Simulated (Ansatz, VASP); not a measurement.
# Two plane-wave programs on GaAs

POSCAR

```
GaAs
1.0
    0.0000000000      2.9681925000      2.9681925000
    2.9681925000      0.0000000000      2.9681925000
    2.9681925000      2.9681925000      0.0000000000
Ga As
1 1
Direct
    0.0000000000      0.0000000000      0.0000000000
    0.7500000000      0.7500000000      0.7500000000
```

The input INCAR.step1:

```
SYSTEM = GaAs
ALGO = Normal
EDIFF = 1E-4
ENCUT = 520
GGA = PE
ISMEAR = 0
LASPH = .True.
LCHARG = .False.
LREAL = .False.
LWAVE = .True.
NBANDS = 16
NELM = 100
PREC = Accurate
SIGMA = 0.05
```

Contents of INCAR.step2:

```
SYSTEM = GaAs
ALGO = Normal
EDIFF = 1E-6
ENCUT = 520
ISIF = 2
ISMEAR = 0
ISTART = 1
LASPH = .True.
LCHARG = .False.
LMIXTAU = .True.
LREAL = .False.
LWAVE = .False.
METAGGA = R2SCAN
NBANDS = 16
NELM = 100
PREC = Accurate
SIGMA = 0.05
```

KPOINTS

```
k-points
0
Gamma
  8 8 8
  0 0 0
```

Input for Ansatz:

```yaml
crystal:
  lattice:
    - [0.0, 2.9681925, 2.9681925]
    - [2.9681925, 0.0, 2.9681925]
    - [2.9681925, 2.9681925, 0.0]
  atoms:
    - { symbol: Ga, position: [0.0, 0.0, 0.0] }
    - { symbol: As, position: [0.75, 0.75, 0.75] }
basis:
  ecutwfc: 500
kpoints:
  mp_grid: { grid: [8, 8, 8] }
hamiltonian:
  xc: r2scan
scf:
  occupations: { method: gaussian, width: 0.05 }
output:
  forces: true
  stress: true
  eigenvalues: true
```

Change from the starting cell: strain +0.050 along x and y, +0.050 along z, atoms carried along.

Alike in both runs: task single point; functional r2SCAN; k mesh 8 × 8 × 8; occupations gaussian, width 0.05 eV; no spin polarisation.

```csv
,VASP,Ansatz
version,VASP 6.6.1,Ansatz 0.2.0
potentials or method,"VASP PAW PBE potentials, release 64 (Ga_d, As), cutoff 520 eV","scalar-relativistic, plane waves, PAW"
valence electrons in the cell,18,28
```

|  | VASP | Ansatz | Ansatz less VASP |
| --- | --- | --- | --- |
| gap on the k mesh at the Fermi level (eV) | none | none | - |
| pressure (GPa) | -7.2 | -7.2 | -0.03 |

VASP's potentials were made for PBE, not for r2SCAN. A gap of «none» marks a metal or a gap that the smearing closes. VASP's potentials hold 18 valence electrons a cell and Ansatz's 28, so a difference there can come from the potentials and not from the codes.
